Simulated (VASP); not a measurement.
A run of VASP 6.6.1 is set up as follows.

File INCAR:

```
SYSTEM = C
ALGO = Normal
EDIFF = 1E-7
EDIFFG = -0.01
ENCUT = 1300
GGA = PS
GGA_COMPAT = .False.
IBRION = 2
ISIF = 3
ISMEAR = -1
LASPH = .True.
LCHARG = .False.
LREAL = .False.
LWAVE = .False.
NELM = 120
NELMIN = 4
NSW = 80
PREC = Accurate
SIGMA = 0.05
```

KPOINTS

```
k-points
0
Gamma
  8 8 3
  0 0 0
```

File POSCAR:

```
C
1.0
    2.4640014744      0.0000000000      0.0000000000
   -1.2320007372      2.1338878718      0.0000000000
    0.0000000000      0.0000000000      6.7110000000
C
4
Direct
    0.0000000000      0.0000000000      0.2500000000
    0.0000000000      0.0000000000      0.7500000000
    0.3333333333      0.6666666667      0.2500000000
    0.6666666667      0.3333333333      0.7500000000
```

Potentials or basis: VASP PAW PBE potentials, release 64 (C_h).

Command:

```sh
$ cat potpaw_PBE.64/C_h/POTCAR > POTCAR
$ mpirun -np 1 vasp_std > vasp.out
```

Question: Predict the space group after relaxing (to 0.1 Å).

Answer: P6_3/mmc (No. 194).

Question: Predict the relaxed cell.

Answer: a = 2.459 Å, b = 2.459 Å, c = 7.083 Å, α = 90.00°, β = 90.00°, γ = 120.00°.

Step by step:
```tsv
step	energy change (eV)	largest force (eV/Å)	pressure (GPa)	volume (Å³)
1	0.0000	0.0000	-1.36	35.29
2	0.0046	0.0000	4.44	34.90
3	-0.0014	0.0000	0.46	35.16
4	-0.0019	0.0000	0.44	35.25
5	-0.0033	0.0000	0.30	35.51
6	-0.0053	0.0000	0.06	36.04
7	-0.0068	0.0000	-0.36	37.10
8	-0.0012	0.0000	3.62	37.03
9	-0.0069	0.0000	0.03	37.09
```

Caveat: this functional lacks dispersion, which binds layers or chains, so the pressure and a relaxed spacing across them are unreliable; the PAW data sets were made with another functional, which shifts forces and pressure a little. Zero-point motion and thermal expansion aren't in these numbers.
